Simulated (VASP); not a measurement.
# Ti (Im-3m) in VASP: further runs, part 2 of 2

VASP 6.6.1. Earlier steps stand in the parts before.

### 3 Single point, PBEsol, collinear spin, ferromagnetic start

This run uses another cell than the first one, of 18.53 Å³/atom, 1.057 times its volume.

File INCAR:

```
PREC = Accurate
ENCUT = 520
EDIFF = 1E-6
ISMEAR = 0
SIGMA = 0.15
LREAL = False
LASPH = True
NELM = 150
ALGO = Normal
ISIF = 2
LWAVE = False
LCHARG = True
ISPIN = 2
MAGMOM = 0.625
LORBIT = 11
NUPDOWN = 0.625
LMAXMIX = 4
GGA = PS
LELF = True
LVHAR = True
NBANDS = 16
```

File KPOINTS:

```
Automatic mesh
0
Gamma
  22 22 22
```

File POSCAR:

```
Ti
1.0
   -1.6669210723      1.6669210723      1.6669210723
    1.6669210723     -1.6669210723      1.6669210723
    1.6669210723      1.6669210723     -1.6669210723
Ti
1
Direct
    0.0000000000      0.0000000000      0.0000000000
```

Potentials or basis: VASP PAW PBE potentials, release 64 (Ti_sv).

Run with:

```console
$ cat potpaw_PBE.64/Ti_sv/POTCAR > POTCAR
$ mpirun -np 1 vasp_std > vasp.out
```

OUTCAR:

```text
PREC = Accurate
   ENCUT = 520
   EDIFF = 1E-6
   ISMEAR = 0
   LREAL = False
   LASPH = True
   NELM = 150
   ISIF = 2
   ISPIN = 2
   LORBIT = 11
   NUPDOWN = 0.625
   GGA = PS

 ion  position               nearest neighbor table
   1  0.000  0.000  0.000-

  LATTYP: Found a body centered cubic cell.
 ALAT       =     3.3338421446

  Lattice vectors:

 A1 = (  -1.6669210723,   1.6669210723,   1.6669210723)
 A2 = (   1.6669210723,  -1.6669210723,   1.6669210723)
 A3 = (   1.6669210723,   1.6669210723,  -1.6669210723)

Analysis of symmetry for initial positions (statically):
=====================================================================
 Subroutine PRICEL returns:
 Original cell was already a primitive cell.

 Routine SETGRP: Setting up the symmetry group for a
 body centered cubic supercell.

 Subroutine GETGRP returns: Found 48 space group operations
 (whereof 48 operations were pure point group operations)
 out of a pool of 48 trial point group operations.

The static configuration has the point symmetry O_h .

Analysis of symmetry for dynamics (positions and initial velocities):
=====================================================================
 Subroutine PRICEL returns:
 Original cell was already a primitive cell.

 Routine SETGRP: Setting up the symmetry group for a
 body centered cubic supercell.

 Subroutine GETGRP returns: Found 48 space group operations
 (whereof 48 operations were pure point group operations)
 out of a pool of 48 trial point group operations.

The dynamic configuration has the point symmetry O_h .

Analysis of structural, dynamic, and magnetic symmetry:
=====================================================================
 Subroutine PRICEL returns:
 Original cell was already a primitive cell.

 Routine SETGRP: Setting up the symmetry group for a
 body centered cubic supercell.

 Subroutine GETGRP returns: Found 48 space group operations
 (whereof 48 operations were pure point group operations)
 out of a pool of 48 trial point group operations.

The overall configuration has the point symmetry O_h .

 Subroutine INISYM returns: Found 48 space group operations
 (whereof 48 operations are pure point group operations),
 and found     1 'primitive' translations

----------------------------------------------------------------------------------------

                                     Primitive cell

  volume of cell :      18.5270

  direct lattice vectors                    reciprocal lattice vectors
    -1.666921072  1.666921072  1.666921072     0.000000000  0.299954214  0.299954214
     1.666921072 -1.666921072  1.666921072     0.299954214  0.000000000  0.299954214
     1.666921072  1.666921072 -1.666921072     0.299954214  0.299954214  0.000000000

  length of vectors
     2.887191989  2.887191989  2.887191989     0.424199317  0.424199317  0.424199317

  position of ions in fractional coordinates (direct lattice)
     0.000000000  0.000000000  0.000000000

  ion indices of the primitive-cell ions
   primitive index   ion index
                 1           1

----------------------------------------------------------------------------------------

[... 51 lines left out ...]
   k-points           NKPTS =    328   k-points in BZ     NKDIM =    328   number of bands    NBANDS=     16
   number of dos      NEDOS =    301   number of ions     NIONS =      1
   total plane-waves  NPLWV =  13824
   dimension x,y,z NGX =    24 NGY =   24 NGZ =   24
   dimension x,y,z NGXF=    48 NGYF=   48 NGZF=   48
   ions per type =               1
   NGX,Y,Z   is equivalent  to a cutoff of  13.82, 13.82, 13.82 a.u.
   NGXF,Y,Z  is equivalent  to a cutoff of  27.64, 27.64, 27.64 a.u.
 SYSTEM =  unknown system
   PREC   = accura    normal or accurate (medium, high low for compatibility)
   ISTART =      0    job   : 0-new  1-cont  2-samecut
   ICHARG =      2    charge: 1-file 2-atom 10-const
   ISPIN  =      2    spin polarized calculation?
   LNONCOLLINEAR =      F non collinear calculations
   LSORBIT =      F    spin-orbit coupling
   LASPH  =      T    aspherical Exc in radial PAW
   ENCUT  =  520.0 eV  38.22 Ry    6.18 a.u.   5.37  5.37  5.37*2*pi/ulx,y,z
   NELM   =    150;   NELMIN=  2; NELMDL= -5     # of ELM steps
   EDIFF  = 0.1E-05   stopping-criterion for ELM
   LREAL  =      F    real-space projection
   EDIFFG = 0.1E-04   stopping-criterion for IOM
   NSW    =      0    number of steps for IOM
   IBRION =     -1    ionic relax: 0-MD 1-quasi-New 2-CG
   NFREE  =      0    steps in history (QN), initial steepest desc. (CG)
   ISIF   =      2    stress and relaxation
   ISYM   =      2    0-nonsym 1-usesym 2-fastsym
   POTIM  = 0.5000    time-step for ionic-motion
   TEBEG  =    0.0;   TEEND  =   0.0 temperature during run
   PSTRESS=    0.0 pullay stress
   NELECT =      12.0000    total number of electrons
   NUPDOWN=       0.6250    fix difference up-down
   EMIN   =  10.00;   EMAX   =-10.00  energy-range for DOS
   EFERMI =   0.00;   METHOD = LEGACY
   ISMEAR =     0;   SIGMA  =   0.15  broadening in eV -4-tet -1-fermi 0-gaus
   EFERMI_NEDOS =   21; number of points for ismear=-14 and -15
   IALGO  =     38    algorithm
   IMIX   =      4    mixing-type and parameters
     AMIX     =   0.40;   BMIX     =  1.00
     AMIX_MAG =   1.60;   BMIX_MAG =  1.00
  volume/ion in A,a.u.               =      18.53       125.03
  Fermi-wavevector in a.u.,A,eV,Ry     =   1.416447  2.676696 27.297655  2.006321
  Thomas-Fermi vector in A             =   2.537780
   LORBIT       =     11    0 simple, 1 ext, 2 COOP (PROOUT), +10 PAW based schemes
   GGA     = PS    functional components
   LHFCALC =     F    Hartree Fock is set to
   AEXX    =    0.0000 exact exchange contribution
   IVDW    =     0    specifies the selected vdW correction
   LEPSILON=     F    determine dielectric tensor
   LRPA    =     F    only Hartree local field effects (RPA)
 spin polarized calculation
 Gauss-broadening in eV      SIGMA  =   0.15
  energy-cutoff  :      520.00
  volume of cell :       18.53
 maximum number of plane-waves:       531
 NGX is ok and might be reduce to    24
   NGX = 11   NGY = 11   NGZ = 11

 number of electron      12.0000003 magnetization       0.6250000

 Free energy of the ion-electron system (eV)
  ---------------------------------------------------
  ext. energy  EPLUGINS =         0.00000000
  ---------------------------------------------------
  free energy    TOTEN  =        -8.17037611 eV

  energy without entropy =       -8.14097509  energy(sigma->0) =       -8.15567560

 E-fermi :   7.3037     XC(G=0): -11.3194

 val. band max:        7.3328436669   @ k =   0.2273   0.0455   0.0455
 cond. band min:       7.3038166357   @ k =   0.2273   0.1818   0.0000
 fundamental gap:     -0.0290270312
 Fermi energy:         7.3330313112

 spin component 1

 k-point     1 :       0.0000    0.0000    0.0000
  band No.  band energies     occupation
      1     -49.3023      1.00000
      2     -25.3220      1.00000
      3     -25.3220      1.00000
      4     -25.3220      1.00000
      5       1.2911      1.00000
      6       7.9914      0.00000
[... 435 lines left out ...]
      5       2.4853      1.00000
      6       7.5668      0.01376
[... 8 lines left out ...]
     15      28.3494      0.00000
     16      30.0927      0.00000

 [... further k-points ...]

 spin component 2

 k-point     1 :       0.0000    0.0000    0.0000
  band No.  band energies     occupation
      1     -48.9206      1.00000
      2     -24.9381      1.00000
      3     -24.9381      1.00000
      4     -24.9381      1.00000
      5       1.7254      1.00000
      6       8.4939      0.00000
[... 435 lines left out ...]
      5       2.9188      1.00000
      6       8.0635      0.00000
[... 8 lines left out ...]
     15      28.7264      0.00000
     16      30.5646      0.00000

 [... further k-points ...]
[... 5 lines left out ...]
  --------------------------------------------------------------------------------------
  -------------------------------------------------------------------------------------
  Total       -1.1424827     -1.1424827     -1.1424827     -0.0000000      0.0000000      0.0000000
  in kB      -98.7995815    -98.7995815    -98.7995815     -0.0000000      0.0000000      0.0000000
  external PRESSURE =     -98.7995815 kB  Pullay stress =       0.0000000 kB

 VOLUME and BASIS-vectors are now :
 -----------------------------------------------------------------------------
  energy-cutoff  :      520.00
  volume of cell :       18.53
      direct lattice vectors                 reciprocal lattice vectors
    -1.666921072  1.666921072  1.666921072     0.000000000  0.299954214  0.299954214
     1.666921072 -1.666921072  1.666921072     0.299954214  0.000000000  0.299954214
     1.666921072  1.666921072 -1.666921072     0.299954214  0.299954214  0.000000000

 POSITION                                       TOTAL-FORCE (eV/Angst)
 -----------------------------------------------------------------------------------
      0.00000      0.00000      0.00000        -0.000000      0.000000      0.000000
 -----------------------------------------------------------------------------------
    total drift:                               -0.000000      0.000000      0.000000

  FREE ENERGIE OF THE ION-ELECTRON SYSTEM (eV)
  ---------------------------------------------------
  free  energy   TOTEN  =        -8.1703761127 eV

  energy  without entropy=       -8.1409750949  energy(sigma->0) =       -8.15567560

 total charge

# of ion       s       p       d       tot
------------------------------------------
    1        2.233   6.103   1.861  10.196

 magnetization (x)

# of ion       s       p       d       tot
------------------------------------------
    1        0.003   0.032   0.397   0.432
```

Run time: 1.9 min. Hardware: 1 thread of AMD EPYC 9R45 (Zen 5), shared host; peak memory 0.23 GiB.

What came out:

```
Free energy                                           : -8.1704 eV
Pressure                                              : -9.9 GPa
Net moment                                            : 0.62 μB per cell
Site moments                                          : Ti +0.43 μB
Valence electrons inside the program's atomic spheres : Ti 10.20
```

Caveat: the PAW data sets were made with another functional, which shifts forces and pressure a little; the total moment is fixed, so each spin has its own Fermi level.
